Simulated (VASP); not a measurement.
Here is a VASP 6.6.1 calculation.

File INCAR:

```
SYSTEM = SnO
PREC = Accurate
ENCUT = 1000
EDIFF = 1E-6
ISMEAR = 0
SIGMA = 0.02
LREAL = .False.
LASPH = .True.
NELM = 120
ALGO = Normal
ISIF = 2
LWAVE = .False.
LCHARG = .True.
LDIPOL = .True.
IDIPOL = 3
DIPOL = 0.5 0.5 0.500
GGA = PE
IVDW = 12
LELF = .True.
LVHAR = .True.
LVACPOTAV = .True.
NBANDS = 28
GGA_COMPAT = .False.
NELMDL = -8
```

File KPOINTS:

```
Automatic mesh
0
Gamma
  6 6 1
  0 0 0
```

File POSCAR:

```
SnO
1.0
    3.8205591358     -0.0000144305      0.0000000000
    0.0000145020      3.8205591358      0.0000000000
    0.0000000000      0.0000000000     30.6349243850
Sn O
2 2
Direct
    0.7499972365      0.2500027635      0.4614157227
    0.2499972364      0.7500027635      0.5385842773
    0.2499972364      0.2500027636      0.5000000000
    0.7499972365      0.7500027636      0.5000000000
```

Potentials or basis: VASP PAW PBE potentials, release 64 (Sn_d, O_h).

Run with:

```bash
$ cat potpaw_PBE.64/Sn_d/POTCAR potpaw_PBE.64/O_h/POTCAR > POTCAR
$ mpirun -np 1 vasp_std > vasp.out
```

**Question.** Predict the band gap on the k mesh.

**Answer.** 3.09 eV (least direct gap 3.14 eV).

**Question.** Estimate the dispersion energy per atom.

**Answer.** -0.137 eV.

Forces on the atoms (eV/Å):
```
Sn   0.000  0.000 -0.078
Sn   0.000  0.000  0.078
O    0.000  0.000  0.000
O    0.000  0.000  0.000
```

Caveat: the cell differs from its parent crystal (a layer taken out of the bulk); spin-orbit coupling is left out, which moves the levels of the heavy elements.
